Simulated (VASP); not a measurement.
# SiO2 (Fd-3m) in VASP: a series of runs

Runs on SiO2. Level: PBE+D3(BJ). Tasks: single point, relaxation of cell and atoms.

All numbers are computed with VASP 6.6.1; they aren't measurements. Logs are shortened: lines on timing, memory, paths and dates and some standing lists are left out, and cuts for length are marked.

## (1) The cell of the first run

It takes space group Fd-3m (No. 227, cubic). The conventional cell has a = 7.445 Å, b = 7.445 Å, c = 7.445 Å, α = 90.00°, β = 90.00°, γ = 90.00°. Si (site symmetry -43m) has 4 O at 1.61 Å within 2.1 Å. O (site symmetry -3m) has 2 Si at 1.61 Å within 2.1 Å.

## (2) Single point, PBE+D3(BJ)

The input, INCAR:

```
SYSTEM = SiO2
ALGO = Normal
EDIFF = 1E-7
ENCUT = 520
GGA = PE
ISIF = 2
ISMEAR = 0
IVDW = 12
LASPH = .True.
LCHARG = .False.
LREAL = .False.
LWAVE = .False.
NBANDS = 25
NELM = 80
PREC = Accurate
SIGMA = 0.02
```

The input, KPOINTS:

```
k-points
0
Gamma
  6 6 6
  0 0 0
```

The input, POSCAR:

```
SiO2
1.0
    0.0000000000      3.7222623989      3.7222623989
    3.7222623989      0.0000000000      3.7222623989
    3.7222623989      3.7222623989      0.0000000000
Si O
2 4
Direct
    0.5000000000      0.5000000000      0.5000000000
    0.7500000000      0.7500000000      0.7500000000
    0.6250000000      0.6250000000      0.6250000000
    0.1250000000      0.6250000000      0.6250000000
    0.6250000000      0.6250000000      0.1250000000
    0.6250000000      0.1250000000      0.6250000000
```

Potentials or basis: VASP PAW PBE potentials, release 64 (Si, O).

On the command line:

```sh
$ cat potpaw_PBE.64/Si/POTCAR potpaw_PBE.64/O/POTCAR > POTCAR
$ mpirun -np 1 vasp_std > vasp.out
```

OUTCAR:

```text
SYSTEM = SiO2
   EDIFF = 1E-7
   ENCUT = 520
   GGA = PE
   ISIF = 2
   ISMEAR = 0
   IVDW = 12
   LASPH = .True.
   LREAL = .False.
   NELM = 80
   PREC = Accurate
 IVDW          = 12

 ion  position               nearest neighbor table
   1  0.500  0.500  0.500-   3 1.61   4 1.61   5 1.61   6 1.61
   2  0.750  0.750  0.750-   3 1.61   4 1.61   5 1.61   6 1.61
   3  0.625  0.625  0.625-   1 1.61   2 1.61
   4  0.125  0.625  0.625-   1 1.61   2 1.61
   5  0.625  0.625  0.125-   1 1.61   2 1.61
   6  0.625  0.125  0.625-   1 1.61   2 1.61

  LATTYP: Found a face centered cubic cell.
 ALAT       =     7.4445247978

  Lattice vectors:

 A1 = (   0.0000000000,   3.7222623989,   3.7222623989)
 A2 = (   3.7222623989,   0.0000000000,   3.7222623989)
 A3 = (   3.7222623989,   3.7222623989,   0.0000000000)

Analysis of symmetry for initial positions (statically):
=====================================================================
 Subroutine PRICEL returns:
 Original cell was already a primitive cell.

 Routine SETGRP: Setting up the symmetry group for a
 face centered cubic supercell.

 Subroutine GETGRP returns: Found 48 space group operations
 (whereof 24 operations were pure point group operations)
 out of a pool of 48 trial point group operations.

The static configuration has the point symmetry T_d .
 The point group associated with its full space group is O_h .

Analysis of symmetry for dynamics (positions and initial velocities):
=====================================================================
 Subroutine PRICEL returns:
 Original cell was already a primitive cell.

 Routine SETGRP: Setting up the symmetry group for a
 face centered cubic supercell.

 Subroutine GETGRP returns: Found 48 space group operations
 (whereof 24 operations were pure point group operations)
 out of a pool of 48 trial point group operations.

The dynamic configuration has the point symmetry T_d .
 The point group associated with its full space group is O_h .

 Subroutine INISYM returns: Found 48 space group operations
 (whereof 24 operations are pure point group operations),
 and found     1 'primitive' translations

----------------------------------------------------------------------------------------

                                     Primitive cell

  volume of cell :     103.1457

  direct lattice vectors                    reciprocal lattice vectors
     0.000000000  3.722262399  3.722262399    -0.134326908  0.134326908  0.134326908
     3.722262399  0.000000000  3.722262399     0.134326908 -0.134326908  0.134326908
     3.722262399  3.722262399  0.000000000     0.134326908  0.134326908 -0.134326908

  length of vectors
     5.264073967  5.264073967  5.264073967     0.232661030  0.232661030  0.232661030

  position of ions in fractional coordinates (direct lattice)
     0.500000000  0.500000000  0.500000000
     0.750000000  0.750000000  0.750000000
     0.625000000  0.625000000  0.625000000
     0.125000000  0.625000000  0.625000000
     0.625000000  0.625000000  0.125000000
     0.625000000  0.125000000  0.625000000

  ion indices of the primitive-cell ions
   primitive index   ion index
                 1           1
                 2           2
                 3           3
                 4           4
                 5           5
                 6           6

----------------------------------------------------------------------------------------

 KPOINTS: k-points

Automatic generation of k-mesh.
 Grid dimensions read from file:
 generate k-points for:    6    6    6

 Generating k-lattice:

  Cartesian coordinates                     Fractional coordinates (reciprocal lattice)
    -0.022387818  0.022387818  0.022387818     0.166666667  0.000000000  0.000000000
     0.022387818 -0.022387818  0.022387818     0.000000000  0.166666667  0.000000000
     0.022387818  0.022387818 -0.022387818     0.000000000  0.000000000  0.166666667

  Length of vectors
     0.038776838  0.038776838  0.038776838

  Shift w.r.t. Gamma in fractional coordinates (k-lattice)
     0.000000000  0.000000000  0.000000000

 Subroutine IBZKPT returns following result:
 ===========================================

 Found     16 irreducible k-points:

 Following reciprocal coordinates:
            Coordinates               Weight
  0.000000  0.000000  0.000000      1.000000
  0.166667  0.000000  0.000000      8.000000
  0.333333  0.000000  0.000000      8.000000
  0.500000  0.000000  0.000000      4.000000
  0.166667  0.166667  0.000000      6.000000
  0.333333  0.166667  0.000000     24.000000
[... 8 lines left out ...]
 -0.333333  0.333333  0.166667     24.000000
 -0.333333  0.500000  0.166667     12.000000
   k-points           NKPTS =     16   k-points in BZ     NKDIM =     16   number of bands    NBANDS=     25
   number of dos      NEDOS =    301   number of ions     NIONS =      6
   total plane-waves  NPLWV =  64000
   dimension x,y,z NGX =    40 NGY =   40 NGZ =   40
   dimension x,y,z NGXF=    80 NGYF=   80 NGZF=   80
   ions per type =               2   4
   NGX,Y,Z   is equivalent  to a cutoff of  12.63, 12.63, 12.63 a.u.
   NGXF,Y,Z  is equivalent  to a cutoff of  25.26, 25.26, 25.26 a.u.
 SYSTEM =  SiO2
   PREC   = accura    normal or accurate (medium, high low for compatibility)
   ISTART =      0    job   : 0-new  1-cont  2-samecut
   ICHARG =      2    charge: 1-file 2-atom 10-const
   ISPIN  =      1    spin polarized calculation?
   LNONCOLLINEAR =      F non collinear calculations
   LSORBIT =      F    spin-orbit coupling
   LASPH  =      T    aspherical Exc in radial PAW
   ENCUT  =  520.0 eV  38.22 Ry    6.18 a.u.   9.79  9.79  9.79*2*pi/ulx,y,z
   NELM   =     80;   NELMIN=  2; NELMDL= -5     # of ELM steps
   EDIFF  = 0.1E-06   stopping-criterion for ELM
   LREAL  =      F    real-space projection
   EDIFFG = 0.1E-05   stopping-criterion for IOM
   NSW    =      0    number of steps for IOM
   IBRION =     -1    ionic relax: 0-MD 1-quasi-New 2-CG
   NFREE  =      0    steps in history (QN), initial steepest desc. (CG)
   ISIF   =      2    stress and relaxation
   ISYM   =      2    0-nonsym 1-usesym 2-fastsym
   POTIM  = 0.5000    time-step for ionic-motion
   TEBEG  =    0.0;   TEEND  =   0.0 temperature during run
   PSTRESS=    0.0 pullay stress
   NELECT =      32.0000    total number of electrons
   NUPDOWN=      -1.0000    fix difference up-down
   EMIN   =  10.00;   EMAX   =-10.00  energy-range for DOS
   EFERMI =   0.00;   METHOD = LEGACY
   ISMEAR =     0;   SIGMA  =   0.02  broadening in eV -4-tet -1-fermi 0-gaus
   EFERMI_NEDOS =   21; number of points for ismear=-14 and -15
   IALGO  =     38    algorithm
   IMIX   =      4    mixing-type and parameters
     AMIX     =   0.40;   BMIX     =  1.00
     AMIX_MAG =   1.60;   BMIX_MAG =  1.00
  volume/ion in A,a.u.               =      17.19       116.01
  Fermi-wavevector in a.u.,A,eV,Ry     =   1.108259  2.094305 16.711185  1.228237
  Thomas-Fermi vector in A             =   2.244784
   LORBIT       =      0    0 simple, 1 ext, 2 COOP (PROOUT), +10 PAW based schemes
   GGA     = PE    functional components
   LHFCALC =     F    Hartree Fock is set to
   AEXX    =    0.0000 exact exchange contribution
   IVDW    =    12    specifies the selected vdW correction
   LEPSILON=     F    determine dielectric tensor
   LRPA    =     F    only Hartree local field effects (RPA)
 non-spin polarized calculation
 Gauss-broadening in eV      SIGMA  =   0.02
  energy-cutoff  :      520.00
  volume of cell :      103.15
 maximum number of plane-waves:      2798
   NGX = 19   NGY = 19   NGZ = 19

 number of electron      32.0000003 magnetization

 Free energy of the ion-electron system (eV)
  ---------------------------------------------------
  ext. energy  EPLUGINS =         0.00000000
  ---------------------------------------------------
  free energy    TOTEN  =       -47.41648228 eV

  energy without entropy =      -47.41648228  energy(sigma->0) =      -47.41648228

 E-fermi :  -0.8621     XC(G=0):  -7.4354

 val. band max:       -0.9471262231   @ k =   0.5000   0.0000   0.0000
 cond. band min:       4.4500691610   @ k =   0.0000   0.0000   0.0000
 fundamental gap:      5.3971953841
 Fermi energy:        -0.8621098511

 k-point     1 :       0.0000    0.0000    0.0000
  band No.  band energies     occupation
      1     -20.3178      2.00000
      2     -18.3257      2.00000
      3     -18.3257      2.00000
      4     -18.3257      2.00000
      5     -11.0090      2.00000
      6      -6.8801      2.00000
[... 17 lines left out ...]
     24      11.0283      0.00000
     25      11.8449      0.00000

 k-point     2 :       0.1667    0.0000    0.0000
  band No.  band energies     occupation
      1     -20.2429      2.00000
      2     -18.4659      2.00000
      3     -18.3283      2.00000
      4     -18.3282      2.00000
      5     -10.7701      2.00000
      6      -6.9929      2.00000
[... 17 lines left out ...]
     24      11.1115      0.00000
     25      12.3886      0.00000

 k-point     3 :       0.3333    0.0000    0.0000
  band No.  band energies     occupation
      1     -20.0531      2.00000
      2     -18.7787      2.00000
      3     -18.3332      2.00000
      4     -18.3332      2.00000
      5     -10.2237      2.00000
      6      -7.2981      2.00000
[... 328 lines left out ...]
 k-point    15 :      -0.3333    0.3333    0.1667
  band No.  band energies     occupation
      1     -19.7041      2.00000
      2     -19.2307      2.00000
      3     -18.3471      2.00000
      4     -18.3421      2.00000
      5      -9.3120      2.00000
      6      -8.1894      2.00000
[... 17 lines left out ...]
     24      11.1577      0.00000
     25      11.5538      0.00000

 k-point    16 :      -0.3333    0.5000    0.1667
  band No.  band energies     occupation
      1     -19.4755      2.00000
      2     -19.4755      2.00000
      3     -18.3467      2.00000
      4     -18.3467      2.00000
      5      -8.7568      2.00000
      6      -8.7568      2.00000
[... 17 lines left out ...]
     24      11.1178      0.00000
     25      11.6489      0.00000

------------------------ aborting loop because EDIFF is reached ----------------------------------------

 Edisp (eV)   -0.58653

 E8    (eV) :    -0.1931

  FORCE on cell =-STRESS in cart. coord.  units (eV):
  Direction    XX          YY          ZZ          XY          YZ          ZX
  --------------------------------------------------------------------------------------
  -------------------------------------------------------------------------------------
  Total       0.00349     0.00349     0.00349     0.00000     0.00000     0.00000
  in kB       0.05418     0.05418     0.05418     0.00000     0.00000     0.00000
  external pressure =        0.05 kB  Pullay stress =        0.00 kB

 VOLUME and BASIS-vectors are now :
 -----------------------------------------------------------------------------
  energy-cutoff  :      520.00
  volume of cell :      103.15
      direct lattice vectors                 reciprocal lattice vectors
     0.000000000  3.722262399  3.722262399    -0.134326908  0.134326908  0.134326908
     3.722262399  0.000000000  3.722262399     0.134326908 -0.134326908  0.134326908
     3.722262399  3.722262399  0.000000000     0.134326908  0.134326908 -0.134326908

 POSITION                                       TOTAL-FORCE (eV/Angst)
 -----------------------------------------------------------------------------------
      3.72226      3.72226      3.72226        -0.000000     -0.000000      0.000000
      5.58339      5.58339      5.58339         0.000000      0.000000     -0.000000
      4.65283      4.65283      4.65283         0.000000     -0.000000      0.000000
      4.65283      2.79170      2.79170         0.000000     -0.000000      0.000000
      2.79170      2.79170      4.65283         0.000000     -0.000000      0.000000
      2.79170      4.65283      2.79170         0.000000     -0.000000      0.000000
 -----------------------------------------------------------------------------------
    total drift:                                0.000000      0.000000      0.000000

  FREE ENERGIE OF THE ION-ELECTRON SYSTEM (eV)
  ---------------------------------------------------
  free  energy   TOTEN  =       -48.0030124157 eV

  energy  without entropy=      -48.0030124157  energy(sigma->0) =      -48.00301242
```

Wall time 26 s (1 thread of AMD EPYC 9R45 (Zen 5), shared host); peak memory 0.21 GiB.

What came out:

```
Free energy                : -48.0030 eV
Pressure                   : 0.0 GPa
Band gap on the k mesh     : 5.40 eV, indirect (least direct gap 5.40 eV)
Dispersion energy per atom : -0.098 eV
```

Levels at points of the mesh, in eV from the valence-band top:
```
           k point  band 13  band 14  band 15  band 16  band 17  band 18  band 19  band 20
(0.00, 0.00, 0.00)    -2.03    -0.01    -0.01    -0.01     5.40     8.63     8.65     8.65
(0.50, 0.00, 0.00)    -1.96    -0.98    -0.98     0.00     7.52     8.08     8.54    10.23
(0.50, 0.50, 0.00)    -1.40    -1.40    -0.65    -0.65     8.26     8.26    10.37    10.37
```

A k mesh can miss the band edges. Expect the measured gap to be larger: semilocal functionals such as PBE lack the derivative discontinuity.

(Continued in part 2 of 2.)
